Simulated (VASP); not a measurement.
# CO (P1) in VASP: further runs

Runs on CO. Level: PBE+D3(BJ). Tasks: single point.

All numbers are computed with VASP 6.6.1; they aren't measurements. Logs are shortened: lines on timing, memory, paths and dates and some standing lists are left out, and cuts for length are marked.

## Step 1: The cell of the first run

The typed cell holds 16 atoms: a = 7.974 Å, b = 7.974 Å, c = 7.974 Å, α = 60.00°, β = 60.00°, γ = 60.00°.

## Step 2: Single point, PBE+D3(BJ)

The input, INCAR:

```
PREC = Accurate
ENCUT = 520
EDIFF = 1E-6
ISMEAR = -1
SIGMA = 0.0388
LREAL = Auto
LASPH = T
NELM = 120
ALGO = Normal
ISIF = 2
LWAVE = F
LCHARG = F
GGA = PE
IVDW = 12
NBANDS = 54
GGA_COMPAT = F
ISYM = -1
```

The input, KPOINTS:

```
explicit points
4
Reciprocal
  0.25000000   0.25000000   0.25000000 2
  0.25000000   0.25000000   0.75000000 2
  0.25000000   0.75000000   0.25000000 2
  0.25000000   0.75000000   0.75000000 2
```

The input, POSCAR:

```
CO
1.0
   -5.6383610000      5.6383610000      0.0000000000
    0.0000000000      5.6383610000     -5.6383610000
   -5.6383610000      0.0000000000     -5.6383610000
C O
8 8
Direct
    0.9928768307      0.9696713282      0.0614247651
    0.4905951393      0.4680758291      0.5820053913
    0.5038801169      0.5635313170      0.9646780332
    0.9712435937      0.0829515882      0.4764171716
    0.5582763324      0.9437019907      1.0303209567
    0.0540301517      0.4293778813      0.5155227734
    0.9733973224      0.4792760698      1.0034920609
    0.4970316729      0.9622184532      0.5074098661
    0.5540551589      0.5329195843      0.4031932329
    0.0458077267      0.0323733262      0.8853626967
    0.0689034455      0.9060382086      0.4880584092
    0.5490430641      0.3806299384      0.0446055157
    0.8813821073      0.5321797416      0.5189505425
    0.3841256351      0.0202289282      0.0378666779
    0.5319439461      0.0620728258      0.5453930672
    0.0467282957      0.5270856194      0.0610785652
```

Potentials or basis: VASP PAW PBE potentials, release 64 (C, O).

Launch:

```bash
$ cat potpaw_PBE.64/C/POTCAR potpaw_PBE.64/O/POTCAR > POTCAR
$ mpirun -np 1 vasp_std > vasp.out
```

OUTCAR:

```text
PREC = Accurate
   ENCUT = 520
   EDIFF = 1E-6
   ISMEAR = -1
   LREAL = Auto
   LASPH = T
   NELM = 120
   ISIF = 2
   GGA = PE
   IVDW = 12
   ISYM = -1
 IVDW          = 12

 ion  position               nearest neighbor table
   1  0.993  0.970  0.061-  10 1.15
   2  0.491  0.468  0.582-   9 1.17
   3  0.504  0.564  0.965-  12 1.20
   4  0.971  0.083  0.476-  11 1.20
   5  0.558  0.944  0.030-  14 1.19
   6  0.054  0.429  0.516-  13 1.19
[... 8 lines left out ...]
  15  0.532  0.062  0.545-   8 1.16
  16  0.047  0.527  0.061-   7 1.17

IMPORTANT INFORMATION: All symmetrisations will be switched off!
NOSYMM: (Re-)initialisation of all symmetry stuff for point group C_1.

----------------------------------------------------------------------------------------

                                     Primitive cell

  volume of cell :     358.4996

  direct lattice vectors                    reciprocal lattice vectors
    -5.638361000  5.638361000  0.000000000    -0.088678252  0.088678252  0.088678252
     0.000000000  5.638361000 -5.638361000     0.088678252  0.088678252 -0.088678252
    -5.638361000  0.000000000 -5.638361000    -0.088678252 -0.088678252 -0.088678252

  length of vectors
     7.973846596  7.973846596  7.973846596     0.153595239  0.153595239  0.153595239

  position of ions in fractional coordinates (direct lattice)
     0.992876831  0.969671328  0.061424765
     0.490595139  0.468075829  0.582005391
     0.503880117  0.563531317  0.964678033
     0.971243594  0.082951588  0.476417172
     0.558276332  0.943701991  0.030320957
     0.054030152  0.429377881  0.515522773
[... 8 lines left out ...]
     0.531943946  0.062072826  0.545393067
     0.046728296  0.527085619  0.061078565

  ion indices of the primitive-cell ions
   primitive index   ion index
                 1           1
                 2           2
                 3           3
                 4           4
                 5           5
                 6           6
[... 8 lines left out ...]
                15          15
                16          16

----------------------------------------------------------------------------------------

 KPOINTS: explicit points

Read explicit list of k-points.

 Found      4 k-points:

 Following reciprocal coordinates:
            Coordinates               Weight
  0.250000  0.250000  0.250000      0.250000
  0.250000  0.250000  0.750000      0.250000
  0.250000  0.750000  0.250000      0.250000
  0.250000  0.750000  0.750000      0.250000
   k-points           NKPTS =      4   k-points in BZ     NKDIM =      4   number of bands    NBANDS=     54
   number of dos      NEDOS =    301   number of ions     NIONS =     16
   total plane-waves  NPLWV = 216000
   dimension x,y,z NGX =    60 NGY =   60 NGZ =   60
   dimension x,y,z NGXF=   120 NGYF=  120 NGZF=  120
   ions per type =               8   8
   NGX,Y,Z   is equivalent  to a cutoff of  12.51, 12.51, 12.51 a.u.
   NGXF,Y,Z  is equivalent  to a cutoff of  25.02, 25.02, 25.02 a.u.
 SYSTEM =  unknown system
   PREC   = accura    normal or accurate (medium, high low for compatibility)
   ISTART =      0    job   : 0-new  1-cont  2-samecut
   ICHARG =      2    charge: 1-file 2-atom 10-const
   ISPIN  =      1    spin polarized calculation?
   LNONCOLLINEAR =      F non collinear calculations
   LSORBIT =      F    spin-orbit coupling
   LASPH  =      T    aspherical Exc in radial PAW
   ENCUT  =  520.0 eV  38.22 Ry    6.18 a.u.  14.83 14.83 14.83*2*pi/ulx,y,z
   NELM   =    120;   NELMIN=  2; NELMDL= -5     # of ELM steps
   EDIFF  = 0.1E-05   stopping-criterion for ELM
   LREAL  =      T    real-space projection
   EDIFFG = 0.1E-04   stopping-criterion for IOM
   NSW    =      0    number of steps for IOM
   IBRION =     -1    ionic relax: 0-MD 1-quasi-New 2-CG
   NFREE  =      0    steps in history (QN), initial steepest desc. (CG)
   ISIF   =      2    stress and relaxation
   ISYM   =     -1    0-nonsym 1-usesym 2-fastsym
   POTIM  = 0.5000    time-step for ionic-motion
   TEBEG  =    0.0;   TEEND  =   0.0 temperature during run
   PSTRESS=    0.0 pullay stress
   NELECT =      80.0000    total number of electrons
   NUPDOWN=      -1.0000    fix difference up-down
   EMIN   =  10.00;   EMAX   =-10.00  energy-range for DOS
   EFERMI =   0.00;   METHOD = LEGACY
   ISMEAR =    -1;   SIGMA  =   0.04  broadening in eV -4-tet -1-fermi 0-gaus
   EFERMI_NEDOS =   21; number of points for ismear=-14 and -15
   IALGO  =     38    algorithm
   IMIX   =      4    mixing-type and parameters
     AMIX     =   0.40;   BMIX     =  1.00
     AMIX_MAG =   1.60;   BMIX_MAG =  1.00
  volume/ion in A,a.u.               =      22.41       151.20
  Fermi-wavevector in a.u.,A,eV,Ry     =   0.992983  1.876466 13.415560  0.986016
  Thomas-Fermi vector in A             =   2.124833
   LORBIT       =      0    0 simple, 1 ext, 2 COOP (PROOUT), +10 PAW based schemes
   GGA     = PE    functional components
   LHFCALC =     F    Hartree Fock is set to
   AEXX    =    0.0000 exact exchange contribution
   IVDW    =    12    specifies the selected vdW correction
   LEPSILON=     F    determine dielectric tensor
   LRPA    =     F    only Hartree local field effects (RPA)
 non-spin polarized calculation
  energy-cutoff  :      520.00
  volume of cell :      358.50
 maximum number of plane-waves:      9656
 NGX is ok and might be reduce to    60
   NGX = 29   NGY = 29   NGZ = 29

 number of electron      79.9999998 magnetization

 Free energy of the ion-electron system (eV)
  ---------------------------------------------------
  ext. energy  EPLUGINS =         0.00000000
  ---------------------------------------------------
  free energy    TOTEN  =      -117.71696198 eV

  energy without entropy =     -117.71696198  energy(sigma->0) =     -117.71696198

 E-fermi :  -4.2611     XC(G=0):  -6.5306

 val. band max:       -5.2070197066   @ k =   0.2500   0.2500   0.7500
 cond. band min:       0.3901955220   @ k =   0.2500   0.2500   0.2500
 fundamental gap:      5.5972152286
 Fermi energy:        -4.2611429383

 k-point     1 :       0.2500    0.2500    0.2500
  band No.  band energies     occupation
      1     -25.5973      2.00000
      2     -25.3369      2.00000
      3     -25.3030      2.00000
      4     -25.2410      2.00000
      5     -25.0244      2.00000
      6     -24.9132      2.00000
[... 44 lines left out ...]
     51       1.4331      0.00000
     52       1.4884      0.00000

 k-point     2 :       0.2500    0.2500    0.7500
  band No.  band energies     occupation
      1     -25.5972      2.00000
      2     -25.3365      2.00000
      3     -25.3029      2.00000
      4     -25.2415      2.00000
      5     -25.0244      2.00000
      6     -24.9126      2.00000
[... 44 lines left out ...]
     51       1.4150      0.00000
     52       1.5145      0.00000

 k-point     3 :       0.2500    0.7500    0.2500
  band No.  band energies     occupation
      1     -25.5972      2.00000
      2     -25.3367      2.00000
      3     -25.3027      2.00000
      4     -25.2412      2.00000
      5     -25.0246      2.00000
      6     -24.9134      2.00000
[... 44 lines left out ...]
     51       1.4503      0.00000
     52       1.5152      0.00000

 k-point     4 :       0.2500    0.7500    0.7500
  band No.  band energies     occupation
      1     -25.5971      2.00000
      2     -25.3364      2.00000
      3     -25.3030      2.00000
      4     -25.2415      2.00000
      5     -25.0244      2.00000
      6     -24.9126      2.00000
[... 44 lines left out ...]
     51       1.4659      0.00000
     52       1.5533      0.00000
 [bands above 52 left out]

------------------------ aborting loop because EDIFF is reached ----------------------------------------

 Edisp (eV)   -0.97834

 E8    (eV) :    -0.2539

  FORCE on cell =-STRESS in cart. coord.  units (eV):
  Direction    XX          YY          ZZ          XY          YZ          ZX
  --------------------------------------------------------------------------------------
  -------------------------------------------------------------------------------------
  Total     -13.37420    -8.56271   -10.65771     0.31893     2.77550     5.71801
  in kB     -59.77088   -38.26777   -47.63058     1.42535    12.40404    25.55445
  external pressure =      -48.56 kB  Pullay stress =        0.00 kB

 VOLUME and BASIS-vectors are now :
 -----------------------------------------------------------------------------
  energy-cutoff  :      520.00
  volume of cell :      358.50
      direct lattice vectors                 reciprocal lattice vectors
    -5.638361000  5.638361000  0.000000000    -0.088678252  0.088678252  0.088678252
     0.000000000  5.638361000 -5.638361000     0.088678252  0.088678252 -0.088678252
    -5.638361000  0.000000000 -5.638361000    -0.088678252 -0.088678252 -0.088678252

 POSITION                                       TOTAL-FORCE (eV/Angst)
 -----------------------------------------------------------------------------------
     -5.94453     11.06555     -5.81369         0.272299      0.232312      0.225136
     -6.04771      5.40533     -5.92074         1.393291      1.514550      1.321030
     -8.28026      6.01845     -8.61660        -3.109357     -3.425645      2.546545
     -8.16243      5.94393     -3.15392        -2.904546     -2.121819      4.375912
     -3.31872      8.46870     -5.49189         3.471709     -1.954199     -1.721196
     -3.21135      2.72563     -5.32769         3.879349     -1.496504     -2.431646
[... 8 lines left out ...]
     -6.07441      3.34928     -3.42511         0.670251     -1.317919      1.404319
     -0.60785      3.23537     -3.31628         1.685909     -1.524243      1.388662
 -----------------------------------------------------------------------------------
    total drift:                               -0.007081     -0.001779     -0.000219

  FREE ENERGIE OF THE ION-ELECTRON SYSTEM (eV)
  ---------------------------------------------------
  free  energy   TOTEN  =      -118.6953016886 eV

  energy  without entropy=     -118.6953016885  energy(sigma->0) =     -118.69530169
```

Wall time 1.8 min (1 thread of Intel Xeon Platinum 8488C (Sapphire Rapids), shared host); peak memory 0.48 GiB.

What came out:

```
Free energy                : -118.6953 eV
Pressure                   : -4.9 GPa
Largest force              : 5.665 eV/Å
Band gap on the k mesh     : 5.60 eV
Dispersion energy per atom : -0.061 eV
```

Forces on the atoms (eV/Å):
```
C    0.272  0.232  0.225
C    1.393  1.515  1.321
C   -3.109 -3.426  2.547
C   -2.905 -2.122  4.376
C    3.472 -1.954 -1.721
C    3.879 -1.497 -2.432
C   -1.660  1.577 -1.334
C   -0.673  1.332 -1.368
O   -1.314 -1.571 -1.334
O   -0.266 -0.294 -0.225
O    2.824  2.021 -4.345
O    3.083  3.377 -2.543
O   -3.904  1.617  2.338
O   -3.449  2.035  1.701
O    0.670 -1.318  1.404
O    1.686 -1.524  1.389
```

Caveat: the cell stands under tension; the atoms stand as in a frame of molecular dynamics; a shifted mesh leaves out Γ, where band edges can lie; forces of over 1 eV/Å act on the atoms, so gaps and moduli don't describe the material at rest.

## Step 3: Single point, PBE+D3(BJ)

The input, INCAR:

```
PREC     = Accurate       # precision mode
ENCUT    = 520            # plane-wave cutoff, eV
EDIFF    = 1E-6           # SCF threshold, eV
ISMEAR   = -1             # smearing method
SIGMA    = 0.0388         # smearing width, eV
LREAL    = Auto         
LASPH    = True           # aspherical terms in the spheres
NELM     = 120            # most SCF steps
ALGO     = Normal         # electronic algorithm
ISIF     = 2              # what is computed and relaxed
LWAVE    = False          # write WAVECAR
LCHARG   = True           # write CHGCAR
GGA      = PE             # functional
IVDW     = 12             # dispersion correction
LELF     = True           # ELF
LVHAR    = True         
NBANDS   = 54             # bands
GGA_COMPAT= False        
ISYM     = -1
```

KPOINTS is that of step 2.

The input, POSCAR:

```
CO
1.0
   -5.6509780000      5.6509780000      0.0000000000
    0.0000000000      5.6509780000     -5.6509780000
   -5.6509780000      0.0000000000     -5.6509780000
C O
8 8
Direct
    0.9980382157      0.9563418934      0.0533245750
    0.4799885082      0.4621646908      0.5926766128
    0.5034336534      0.5357724804      1.0008160534
    1.0225716681      0.1069706872      0.4539394774
    0.5742880259      0.9866856675      1.0395965088
    0.0236754594      0.4510252031      0.5701221098
    1.0791415221      0.4575365538      0.9638543983
    0.5456708556      0.9454301539      0.5017193484
    0.5759619839      0.5030429246      0.4217577028
    0.0273357107      0.0372469155      0.8818214298
    0.1360047765      0.9606360173      0.4169297775
    0.5318299770      0.3619093014      0.0786013501
    0.8982515062      0.5242250987      0.5010549501
    0.4323555144      0.0010469869      0.0341649711
    0.5100772822      0.0627486959      0.5650897066
    0.0231454626      0.5231090087      0.0893741756
```

Potentials or basis: VASP PAW PBE potentials, release 64 (C, O).

Launch:

```bash
$ cat potpaw_PBE.64/C/POTCAR potpaw_PBE.64/O/POTCAR > POTCAR
$ mpirun -np 1 vasp_std > vasp.out
```

It took 1.9 min on 1 thread of Intel Xeon Platinum 8488C (Sapphire Rapids), shared host; peak memory 0.48 GiB.

It converged, with:

| Property | Result |
| --- | --- |
| Free energy | -118.9361 eV |
| Pressure | 1.3 GPa |
| Largest force | 5.252 eV/Å |
| Band gap on the k mesh | 5.67 eV |
| Dispersion energy per atom | -0.061 eV |

Forces in eV/Å, atoms in the order of the input:
```
C   -0.452 -0.255 -0.313
C    0.146  0.562  0.374
C   -0.577 -0.781  0.538
C    0.194 -0.077 -0.467
C   -3.951  3.416  0.392
C   -0.431  0.294  0.039
C   -0.143 -0.148 -0.739
C    0.251 -0.634  1.188
O   -0.081 -0.486 -0.351
O    0.327  0.269  0.306
O   -0.291 -0.228  0.468
O    0.584  0.851 -0.622
O    0.386 -0.104 -0.158
O    4.010 -3.388 -0.163
O   -0.241  0.602 -1.215
O    0.268  0.107  0.722
```

Stress tensor (GPa, compression positive):
```
 1.85 -1.48 -0.04
-1.48  1.25 -0.09
-0.04 -0.09  0.72
```

Levels at points of the mesh, in eV from the valence-band top:
| k point | band 38 | band 39 | band 40 | band 41 | band 42 | band 43 |
| --- | --- | --- | --- | --- | --- | --- |
| (0.25, 0.25, 0.25) | -0.34 | -0.17 | 0.00 | 5.75 | 5.84 | 5.89 |

Caveat: the atoms stand as in a frame of molecular dynamics; a shifted mesh leaves out Γ, where band edges can lie; forces of over 1 eV/Å act on the atoms, so gaps and moduli don't describe the material at rest. A k mesh can miss the band edges.

## Step 4: Single point, PBE+D3(BJ)

The input, INCAR:

```
SYSTEM = CO
PREC = Accurate
ENCUT = 520
EDIFF = 1E-6
ISMEAR = -1
SIGMA = 0.0388
LREAL = Auto
LASPH = .TRUE.
NELM = 120
ALGO = Normal
ISIF = 2
LWAVE = .FALSE.
LCHARG = .TRUE.
GGA = PE
IVDW = 12
LELF = .TRUE.
LVHAR = .TRUE.
NBANDS = 54
GGA_COMPAT = .FALSE.
ISYM = -1
```

KPOINTS is that of step 3.

The input, POSCAR:

```
CO
1.0
   -5.6665520000      5.6665520000      0.0000000000
    0.0000000000      5.6665520000     -5.6665520000
   -5.6665520000      0.0000000000     -5.6665520000
C O
8 8
Direct
    1.0068267264      0.9542033674      0.0531402518
    0.5125384890      0.4367467201      0.5814073532
    0.5138863986      0.5470107748      0.9864393727
    1.0064089238      0.0969428146      0.4782685308
    0.5671234465      0.9540308639      1.0582118544
    0.0236399489      0.4311941371      0.5676310744
    1.0300336077      0.4698733904      0.9970287046
    0.5295531568      0.9550009424      0.4938346105
    0.5726751471      0.5194695999      0.4068849099
    0.0195649841      0.0480339720      0.8862136975
    0.1003860902      0.9434327965      0.4633357287
    0.5267523355      0.3788604605      0.0589451045
    0.8689952020      0.5182505164      0.5428833089
    0.4157858253      0.0218993843      0.0356423095
    0.5370261316      0.0584829187      0.5464600872
    0.0364417374      0.5420994990      0.0788458308
```

Launch:

```bash
$ cat potpaw_PBE.64/C/POTCAR potpaw_PBE.64/O/POTCAR > POTCAR
$ mpirun -np 1 vasp_std > vasp.out
```

It took 1.8 min on 1 thread of Intel Xeon Platinum 8488C (Sapphire Rapids), shared host; peak memory 0.48 GiB.

The run converged. Its results:

```yaml
Free_energy: -118.9618 eV
Pressure: 2.1 GPa
Largest_force: 5.701 eV/Å
Band_gap_on_the_k_mesh: 5.82 eV (least direct gap 5.84 eV)
Dispersion_energy_per_atom: -0.060 eV
```

Forces in eV/Å, atoms in the order of the input:
```
C   -0.336 -0.157 -0.229
C    1.062  1.334  0.753
C    0.103  0.175 -0.124
C    1.878  1.305 -3.850
C   -2.091  1.088  0.649
C   -0.015  0.269  0.052
C    2.641 -2.356  4.470
C    0.243 -0.414  0.440
O   -0.957 -1.389 -0.794
O    0.197  0.093  0.182
O   -1.916 -1.481  3.976
O   -0.112 -0.167  0.078
O   -0.004  0.026 -0.167
O    2.146 -1.054 -0.574
O   -0.246  0.386 -0.450
O   -2.593  2.342 -4.412
```

Stress tensor (GPa, compression positive):
```
 1.85 -0.91 -0.20
-0.91  0.82 -1.95
-0.20 -1.95  3.66
```

Levels at points of the mesh, in eV from the valence-band top:
```csv
k point,band 37,band 38,band 39,band 40,band 41,band 42,band 43,band 44
"(0.25, 0.25, 0.25)",-0.37,-0.20,-0.16,0.00,5.92,6.00,6.14,6.23
```

Caveat: the atoms stand as in a frame of molecular dynamics; a shifted mesh leaves out Γ, where band edges can lie; forces of over 1 eV/Å act on the atoms, so gaps and moduli don't describe the material at rest.

## Step 5: Overview

```csv
cell,gap on the mesh (eV),pressure (GPa),largest force (eV/Å)
"a = 7.974 Å, angles 60.0°, 16 atoms, atomic positions A",5.60,-4.9,5.66
"a = 7.992 Å, angles 60.0°, 16 atoms, atomic positions B",5.67,1.3,5.25
"a = 8.014 Å, angles 60.0°, 16 atoms, atomic positions C",5.82,2.1,5.70
```

Alike in all rows: task single point; level PBE+D3(BJ); potentials or basis VASP PAW PBE potentials, release 64 (C, O); no spin polarisation; k mesh 2 × 2 × 2, shifted; cutoff (eV) 520; smearing fermi-dirac 0.0388 eV.

Caveats: the atoms stand as in a frame of molecular dynamics; a shifted mesh leaves out Γ, where band edges can lie; forces of over 1 eV/Å act on the atoms, so gaps and moduli don't describe the material at rest; the cell stands under tension (at least some runs).

Absolute energies hang on the potentials; compare differences alone.
